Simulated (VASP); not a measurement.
# SiBiS (P4/mmm) in VASP: further runs

SiBiS is run at these levels: PBE; tasks: single point, relaxation of cell and atoms.

Everything below comes from runs of VASP 6.6.1. Logs are shortened: lines on timing, memory, paths and dates and some standing lists are left out, and cuts for length are marked.

## 1. The cell of the first run

The structure is tetragonal, space group P4/mmm (No. 123). The conventional cell has a = 3.521 Å, b = 3.521 Å, c = 5.750 Å, α = 90.00°, β = 90.00°, γ = 90.00°. Si (site symmetry 4/mmm) has 4 S at 2.49 Å within 3.3 Å. Within 3.9 Å of Bi (site symmetry 4/mmm) lie 2 S at 2.88 Å and 4 Bi at 3.52 Å and 8 Si at 3.80 Å. Within 3.3 Å of S (site symmetry 4/mmm) lie 4 Si at 2.49 Å and 2 Bi at 2.88 Å.

The cell was generated, and may not be a known phase.

## 2. Single point, PBE

The input, INCAR:

```
PREC = Accurate
ENCUT = 520
EDIFF = 1E-7
ISMEAR = 0
SIGMA = 0.1
LREAL = False
LASPH = True
NELM = 100
ALGO = Normal
ISIF = 2
LWAVE = False
LCHARG = False
GGA = PE
NBANDS = 20
```

The input, KPOINTS:

```
regular mesh
0
Gamma
  6 6 4
```

The input, POSCAR:

```
SiBiS
1.0
    3.5214667949      0.0000000000      0.0000000000
    0.0000000000      3.5214667949      0.0000000000
    0.0000000000      0.0000000000      5.7500814654
Si Bi S
1 1 1
Direct
    0.0000000000      0.0000000000      0.5000000000
    0.5000000000      0.5000000000      0.0000000000
    0.5000000000      0.5000000000      0.5000000000
```

Potentials or basis: VASP PAW PBE potentials, release 64 (Si, Bi_d, S).

The run is started by

```bash
> cat potpaw_PBE.64/Si/POTCAR potpaw_PBE.64/Bi_d/POTCAR potpaw_PBE.64/S/POTCAR > POTCAR
> mpirun -np 1 vasp_std > vasp.out
```

OUTCAR:

```text
PREC = Accurate
   ENCUT = 520
   EDIFF = 1E-7
   ISMEAR = 0
   LREAL = False
   LASPH = True
   NELM = 100
   ISIF = 2
   GGA = PE

 ion  position               nearest neighbor table
   1  0.000  0.000  0.500-   3 2.49   3 2.49   3 2.49   3 2.49
   2  0.500  0.500  0.000-   3 2.88   3 2.88
   3  0.500  0.500  0.500-   1 2.49   1 2.49   1 2.49   1 2.49   2 2.88   2 2.88

  LATTYP: Found a simple tetragonal cell.
 ALAT       =     3.5214667949
 C/A-ratio  =     1.6328654508

  Lattice vectors:

 A1 = (   3.5214667949,   0.0000000000,   0.0000000000)
 A2 = (   0.0000000000,   3.5214667949,   0.0000000000)
 A3 = (   0.0000000000,   0.0000000000,   5.7500814654)

Analysis of symmetry for initial positions (statically):
=====================================================================
 Subroutine PRICEL returns:
 Original cell was already a primitive cell.

 Routine SETGRP: Setting up the symmetry group for a
 simple tetragonal supercell.

 Subroutine GETGRP returns: Found 16 space group operations
 (whereof 16 operations were pure point group operations)
 out of a pool of 16 trial point group operations.

The static configuration has the point symmetry D_4h.

Analysis of symmetry for dynamics (positions and initial velocities):
=====================================================================
 Subroutine PRICEL returns:
 Original cell was already a primitive cell.

 Routine SETGRP: Setting up the symmetry group for a
 simple tetragonal supercell.

 Subroutine GETGRP returns: Found 16 space group operations
 (whereof 16 operations were pure point group operations)
 out of a pool of 16 trial point group operations.

The dynamic configuration has the point symmetry D_4h.

 Subroutine INISYM returns: Found 16 space group operations
 (whereof 16 operations are pure point group operations),
 and found     1 'primitive' translations

----------------------------------------------------------------------------------------

                                     Primitive cell

  volume of cell :      71.3052

  direct lattice vectors                    reciprocal lattice vectors
     3.521466795  0.000000000  0.000000000     0.283972577  0.000000000  0.000000000
     0.000000000  3.521466795  0.000000000     0.000000000  0.283972577  0.000000000
     0.000000000  0.000000000  5.750081465     0.000000000  0.000000000  0.173910580

  length of vectors
     3.521466795  3.521466795  5.750081465     0.283972577  0.283972577  0.173910580

  position of ions in fractional coordinates (direct lattice)
     0.000000000  0.000000000  0.500000000
     0.500000000  0.500000000  0.000000000
     0.500000000  0.500000000  0.500000000

  ion indices of the primitive-cell ions
   primitive index   ion index
                 1           1
                 2           2
                 3           3

----------------------------------------------------------------------------------------

 KPOINTS: regular mesh

Automatic generation of k-mesh.
 Grid dimensions read from file:
 generate k-points for:    6    6    4

 Generating k-lattice:

  Cartesian coordinates                     Fractional coordinates (reciprocal lattice)
     0.047328763  0.000000000  0.000000000     0.166666667  0.000000000  0.000000000
     0.000000000  0.047328763  0.000000000     0.000000000  0.166666667  0.000000000
     0.000000000  0.000000000  0.043477645     0.000000000  0.000000000  0.250000000

  Length of vectors
     0.047328763  0.047328763  0.043477645

  Shift w.r.t. Gamma in fractional coordinates (k-lattice)
     0.000000000  0.000000000  0.000000000

 Subroutine IBZKPT returns following result:
 ===========================================

 Found     30 irreducible k-points:

 Following reciprocal coordinates:
            Coordinates               Weight
  0.000000  0.000000  0.000000      1.000000
  0.166667  0.000000  0.000000      4.000000
  0.333333  0.000000  0.000000      4.000000
  0.500000  0.000000  0.000000      2.000000
  0.166667  0.166667  0.000000      4.000000
  0.333333  0.166667  0.000000      8.000000
[... 16 lines left out ...]
  0.333333  0.000000  0.500000      4.000000
  0.500000  0.000000  0.500000      2.000000
 [... further k-points ...]
   k-points           NKPTS =     30   k-points in BZ     NKDIM =     30   number of bands    NBANDS=     20
   number of dos      NEDOS =    301   number of ions     NIONS =      3
   total plane-waves  NPLWV =  37632
   dimension x,y,z NGX =    28 NGY =   28 NGZ =   48
   dimension x,y,z NGXF=    56 NGYF=   56 NGZF=   96
   ions per type =               1   1   1
   NGX,Y,Z   is equivalent  to a cutoff of  13.22, 13.22, 13.88 a.u.
   NGXF,Y,Z  is equivalent  to a cutoff of  26.44, 26.44, 27.76 a.u.
 SYSTEM =  unknown system
   PREC   = accura    normal or accurate (medium, high low for compatibility)
   ISTART =      0    job   : 0-new  1-cont  2-samecut
   ICHARG =      2    charge: 1-file 2-atom 10-const
   ISPIN  =      1    spin polarized calculation?
   LNONCOLLINEAR =      F non collinear calculations
   LSORBIT =      F    spin-orbit coupling
   LASPH  =      T    aspherical Exc in radial PAW
   ENCUT  =  520.0 eV  38.22 Ry    6.18 a.u.   6.55  6.55 10.69*2*pi/ulx,y,z
   NELM   =    100;   NELMIN=  2; NELMDL= -5     # of ELM steps
   EDIFF  = 0.1E-06   stopping-criterion for ELM
   LREAL  =      F    real-space projection
   EDIFFG = 0.1E-05   stopping-criterion for IOM
   NSW    =      0    number of steps for IOM
   IBRION =     -1    ionic relax: 0-MD 1-quasi-New 2-CG
   NFREE  =      0    steps in history (QN), initial steepest desc. (CG)
   ISIF   =      2    stress and relaxation
   ISYM   =      2    0-nonsym 1-usesym 2-fastsym
   POTIM  = 0.5000    time-step for ionic-motion
   TEBEG  =    0.0;   TEEND  =   0.0 temperature during run
   PSTRESS=    0.0 pullay stress
   NELECT =      25.0000    total number of electrons
   NUPDOWN=      -1.0000    fix difference up-down
   EMIN   =  10.00;   EMAX   =-10.00  energy-range for DOS
   EFERMI =   0.00;   METHOD = LEGACY
   ISMEAR =     0;   SIGMA  =   0.10  broadening in eV -4-tet -1-fermi 0-gaus
   EFERMI_NEDOS =   21; number of points for ismear=-14 and -15
   IALGO  =     38    algorithm
   IMIX   =      4    mixing-type and parameters
     AMIX     =   0.40;   BMIX     =  1.00
     AMIX_MAG =   1.60;   BMIX_MAG =  1.00
  volume/ion in A,a.u.               =      23.77       160.40
  Fermi-wavevector in a.u.,A,eV,Ry     =   1.154377  2.181457 18.130945  1.332587
  Thomas-Fermi vector in A             =   2.291014
   LORBIT       =      0    0 simple, 1 ext, 2 COOP (PROOUT), +10 PAW based schemes
   GGA     = PE    functional components
   LHFCALC =     F    Hartree Fock is set to
   AEXX    =    0.0000 exact exchange contribution
   IVDW    =     0    specifies the selected vdW correction
   LEPSILON=     F    determine dielectric tensor
   LRPA    =     F    only Hartree local field effects (RPA)
 non-spin polarized calculation
 Gauss-broadening in eV      SIGMA  =   0.10
  energy-cutoff  :      520.00
  volume of cell :       71.31
 maximum number of plane-waves:      1945
 NGX is ok and might be reduce to    28
   NGX = 13   NGY = 13   NGZ = 21

 number of electron      25.0000008 magnetization

 Free energy of the ion-electron system (eV)
  ---------------------------------------------------
  ext. energy  EPLUGINS =         0.00000000
  ---------------------------------------------------
  free energy    TOTEN  =       -12.48129107 eV

  energy without entropy =      -12.47747088  energy(sigma->0) =      -12.47938098

 E-fermi :   7.0176     XC(G=0):  -9.9371

 val. band max:        6.8826289052   @ k =   0.5000   0.0000   0.2500
 cond. band min:       7.0672267135   @ k =   0.5000   0.1667   0.5000
 fundamental gap:      0.1845978084
 Fermi energy:         7.0175587064

 k-point     1 :       0.0000    0.0000    0.0000
  band No.  band energies     occupation
      1     -16.3822      2.00000
      2     -16.3757      2.00000
      3     -16.2912      2.00000
      4     -16.2912      2.00000
      5     -16.2300      2.00000
      6      -8.5423      2.00000
[... 12 lines left out ...]
     19      13.5574      0.00000
     20      14.0942      0.00000

 k-point     2 :       0.1667    0.0000    0.0000
  band No.  band energies     occupation
      1     -16.3794      2.00000
      2     -16.3452      2.00000
      3     -16.3015      2.00000
      4     -16.2904      2.00000
      5     -16.2389      2.00000
      6      -8.3272      2.00000
[... 12 lines left out ...]
     19      13.8810      0.00000
     20      14.1339      0.00000

 k-point     3 :       0.3333    0.0000    0.0000
  band No.  band energies     occupation
      1     -16.3765      2.00000
      2     -16.3220      2.00000
      3     -16.2888      2.00000
      4     -16.2812      2.00000
      5     -16.2568      2.00000
      6      -7.7967      2.00000
[... 12 lines left out ...]
     19      14.5117      0.00000
     20      15.2883      0.00000

 k-point     4 :       0.5000    0.0000    0.0000
  band No.  band energies     occupation
      1     -16.3752      2.00000
      2     -16.3321      2.00000
      3     -16.2879      2.00000
      4     -16.2657      2.00000
      5     -16.2491      2.00000
      6      -7.4454      2.00000
[... 12 lines left out ...]
     19      16.1280      0.00000
     20      16.3899      0.00000

 k-point     5 :       0.1667    0.1667    0.0000
  band No.  band energies     occupation
      1     -16.3639      2.00000
      2     -16.3272      2.00000
      3     -16.3009      2.00000
      4     -16.3003      2.00000
      5     -16.2484      2.00000
      6      -8.1191      2.00000
[... 12 lines left out ...]
     19      14.2689      0.00000
     20      14.9696      0.00000
[... 353 lines left out ...]
      6      -8.3628      2.00000
[... 12 lines left out ...]
     19      13.9631      0.00000
     20      15.0825      0.00000

 k-point    22 :       0.1667    0.0000    0.5000
  band No.  band energies     occupation
      1     -16.3747      2.00000
      2     -16.3437      2.00000
      3     -16.3018      2.00000
      4     -16.2906      2.00000
      5     -16.2389      2.00000
      6      -8.1522      2.00000
[... 12 lines left out ...]
     19      13.9076      0.00000
     20      15.9029      0.00000

 k-point    23 :       0.3333    0.0000    0.5000
  band No.  band energies     occupation
      1     -16.3724      2.00000
      2     -16.3224      2.00000
      3     -16.2889      2.00000
      4     -16.2795      2.00000
      5     -16.2567      2.00000
      6      -7.6343      2.00000
[... 12 lines left out ...]
     19      13.6445      0.00000
     20      14.8890      0.00000

 k-point    24 :       0.5000    0.0000    0.5000
  band No.  band energies     occupation
      1     -16.3712      2.00000
      2     -16.3327      2.00000
      3     -16.2881      2.00000
      4     -16.2656      2.00000
      5     -16.2473      2.00000
      6      -7.2929      2.00000
[... 12 lines left out ...]
     19      14.2234      0.00000
     20      15.5145      0.00000

 [... further k-points ...]

------------------------ aborting loop because EDIFF is reached ----------------------------------------

  FORCE on cell =-STRESS in cart. coord.  units (eV):
  Direction    XX          YY          ZZ          XY          YZ          ZX
  --------------------------------------------------------------------------------------
  -------------------------------------------------------------------------------------
  Total        0.1358883      0.1358883      0.0549850      0.0000000      0.0000000      0.0000000
  in kB        3.0533150      3.0533150      1.2354736      0.0000000      0.0000000      0.0000000
  external PRESSURE =       2.4473678 kB  Pullay stress =       0.0000000 kB

 VOLUME and BASIS-vectors are now :
 -----------------------------------------------------------------------------
  energy-cutoff  :      520.00
  volume of cell :       71.31
      direct lattice vectors                 reciprocal lattice vectors
     3.521466795  0.000000000  0.000000000     0.283972577  0.000000000  0.000000000
     0.000000000  3.521466795  0.000000000     0.000000000  0.283972577  0.000000000
     0.000000000  0.000000000  5.750081465     0.000000000  0.000000000  0.173910580

 POSITION                                       TOTAL-FORCE (eV/Angst)
 -----------------------------------------------------------------------------------
      0.00000      0.00000      2.87504         0.000000      0.000000      0.000000
      1.76073      1.76073      0.00000         0.000000      0.000000      0.000000
      1.76073      1.76073      2.87504         0.000000      0.000000      0.000000
 -----------------------------------------------------------------------------------
    total drift:                                0.000000      0.000000     -0.000000

  FREE ENERGIE OF THE ION-ELECTRON SYSTEM (eV)
  ---------------------------------------------------
  free  energy   TOTEN  =       -12.4812910725 eV

  energy  without entropy=      -12.4774708847  energy(sigma->0) =      -12.47938098
```

Run time: 21 s. Hardware: 1 thread of Intel Xeon 6975P-C (Granite Rapids), shared host; peak memory 0.2 GiB.

Results:

```
Free energy            : -12.4813 eV
Pressure               : 0.2 GPa
Band gap on the k mesh : zero (an odd number of electrons rules out a gap without spin polarisation)
```

Stress tensor (GPa, compression positive):
```
0.31 0.00 0.00
0.00 0.31 0.00
0.00 0.00 0.12
```

Caveat: spin-orbit coupling is left out, which moves the levels of the heavy elements; an odd number of electrons without spin polarisation forces a metal; a magnetic or distorted state may lie lower.

[end of part 1 of 2]

The gap in the log of VASP goes by the Fermi energy; the results here count the filled bands.